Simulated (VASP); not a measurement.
Al:

```
CELL_PARAMETERS angstrom
0.00000 2.02481 2.02481
2.02481 0.00000 2.02481
2.02481 2.02481 0.00000
ATOMIC_POSITIONS crystal
Al 0.00000 0.00000 0.00000
```

| Property | Result |
| --- | --- |
| Program | VASP 6.6.1 |
| Task | relaxation of cell and atoms |
| Functional | LDA |
| Potentials or basis | VASP PAW LDA potentials, release 64 (Al) |
| Cutoff | 600 eV |
| k mesh | 9 × 9 × 9 |
| Occupations | fermi-dirac, width 0.05 eV |
| Spin | no spin polarisation |

At the start: pressure -3.4 GPa; volume 16.60 Å³/atom.

Task: How do energy, volume and symmetry change on relaxing?

Result: Over 3 steps the energy falls by 7.8 meV/atom and the volume is 15.89 Å³/atom (-4.3 %); space group Fm-3m (No. 225, to 0.05 Å).

The path:
```csv
step,energy change (eV),largest force (eV/Å),pressure (GPa),volume (Å³)
1,0.0000,0.0000,-3.39,16.60
2,-0.0076,0.0000,0.64,15.77
3,-0.0078,0.0000,0.01,15.89
```

Final structure:
```
Al
1.0
     0.00000    1.99539    1.99539
     1.99539    0.00000    1.99539
     1.99539    1.99539    0.00000
Al
1
Direct
  0.00000 0.00000 0.00000
```
